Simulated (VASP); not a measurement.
Here is a VASP 6.6.1 calculation.

The input INCAR:

```
  PREC = Accurate
  ENCUT = 520
  EDIFF = 1E-6
  ISMEAR = -1
  SIGMA = 0.08
  LREAL = False
  LASPH = True
  NELM = 100
  ALGO = Normal
  ISIF = 2
  LWAVE = False
  LCHARG = False
  GGA = PE
  NBANDS = 11
```

File KPOINTS:

```
regular mesh
0
Gamma
  18 18 18
```

The input POSCAR:

```
AlN
1.0
    0.0000000000      2.2016024868      2.2016024868
    2.2016024868      0.0000000000      2.2016024868
    2.2016024868      2.2016024868      0.0000000000
Al N
1 1
Direct
    0.0000000000      0.0000000000      0.0000000000
    0.2500000000      0.2500000000      0.2500000000
```

Potentials or basis: VASP PAW PBE potentials, release 64 (Al, N).

The run is started by

```sh
$ cat potpaw_PBE.64/Al/POTCAR potpaw_PBE.64/N/POTCAR > POTCAR
$ mpirun -np 1 vasp_std > vasp.out
```

Q: What does it give for the band gap on the k mesh?

A: 3.30 eV, indirect (least direct gap 3.98 eV).

Q: Estimate the pressure.

A: -0.3 GPa.

A k mesh can miss the band edges. Expect the measured gap to be larger: semilocal functionals such as PBE lack the derivative discontinuity.
